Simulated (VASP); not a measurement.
## ZnS (CsCl type): single point with PBE

The system is ZnS (CsCl type).

```
CELL_PARAMETERS angstrom
3.02650 0.00000 0.00000
0.00000 3.02650 0.00000
0.00000 0.00000 3.02650
ATOMIC_POSITIONS crystal
Zn 0.00000 0.00000 0.00000
S 0.50000 0.50000 0.50000
```

```yaml
Program: VASP 6.6.1
Task: single point
Functional: PBE
Potentials_or_basis: VASP PAW PBE potentials, release 64 (Zn, S)
Cutoff: 520 eV
k_mesh: 15 × 15 × 15
Occupations: fermi-dirac, width 0.1 eV
Spin: no spin polarisation
Dipole_correction: no
Further_INCAR_settings: ALGO = Normal; EDIFF = 1e-07; NBANDS = 16
```

```json
{"Pressure": "18.2 GPa", "Band gap on the k mesh": "zero (band 9 reaches 6.87 eV, above the bottom of band 10 at 5.41 eV)"}
```

Levels at points of the mesh, in eV from the Fermi level:
| k point | band 6 | band 7 | band 8 | band 9 | band 10 | band 11 | band 12 | band 13 |
| --- | --- | --- | --- | --- | --- | --- | --- | --- |
| (0.00, 0.00, 0.00) | -6.98 | -1.59 | -1.59 | -1.59 | 0.35 | 5.81 | 5.81 | 13.80 |

Run time: 13 s on 1 thread of Intel(R) Xeon(R) 6975P-C (Granite Rapids) (shared host), peak memory 0.17 GiB.
